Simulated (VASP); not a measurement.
Set up this calculation in VASP 6.6.1, as the native input.

```yaml
Task: single point
Functional: PBE
Potentials_or_basis: VASP PAW PBE potentials, release 64 (Ge_d, Pd)
Cutoff: 520 eV
k_mesh: 4 × 4 × 4
Occupations: gaussian, width 0.1 eV
Spin: no spin polarisation
Dipole_correction: no
Further_INCAR_settings: ALGO = Normal; EDIFF = 1e-07; NBANDS = 49
```

The structure of Ge5Pd lies in POSCAR:

```
Ge5Pd
1.0
    0.0000000000      3.8242786900      3.8242786900
    3.8242786900      0.0000000000      3.8242786900
    3.8242786900      3.8242786900      0.0000000000
Ge Pd
5 1
Direct
    0.1250000000      0.6250000000      0.6250000000
    0.6250000000      0.6250000000      0.6250000000
    0.6250000000      0.1250000000      0.6250000000
    0.6250000000      0.6250000000      0.1250000000
    0.2500000000      0.2500000000      0.2500000000
    0.0000000000      0.0000000000      0.0000000000
```

The cell was built from a structure type or drawn by symmetry, and may not be a known phase.

One way to write it, as run:

INCAR

```
  PREC = Accurate
  ENCUT = 520
  EDIFF = 1E-7
  ISMEAR = 0
  SIGMA = 0.1
  LREAL = False
  LASPH = True
  NELM = 60
  ALGO = Normal
  ISIF = 2
  LWAVE = False
  LCHARG = False
  GGA = PE
  NBANDS = 49
```

KPOINTS

```
regular mesh
0
Gamma
  4 4 4
```

Potentials or basis: VASP PAW PBE potentials, release 64 (Ge_d, Pd).

The run is started by

```sh
$ cat potpaw_PBE.64/Ge_d/POTCAR potpaw_PBE.64/Pd/POTCAR > POTCAR
$ mpirun -np 1 vasp_std > vasp.out
```

Results of the run:

```json
{
 "Pressure": "3.2 GPa",
 "Band gap on the k mesh": "zero (bands 40 and 41 overlap by 1.41 eV)"
}
```

Caveat: the cell stands under pressure.

Run time: 31 s on 1 thread of Intel(R) Xeon(R) 6975P-C (Granite Rapids), with other jobs on the host, peak memory 0.24 GiB.
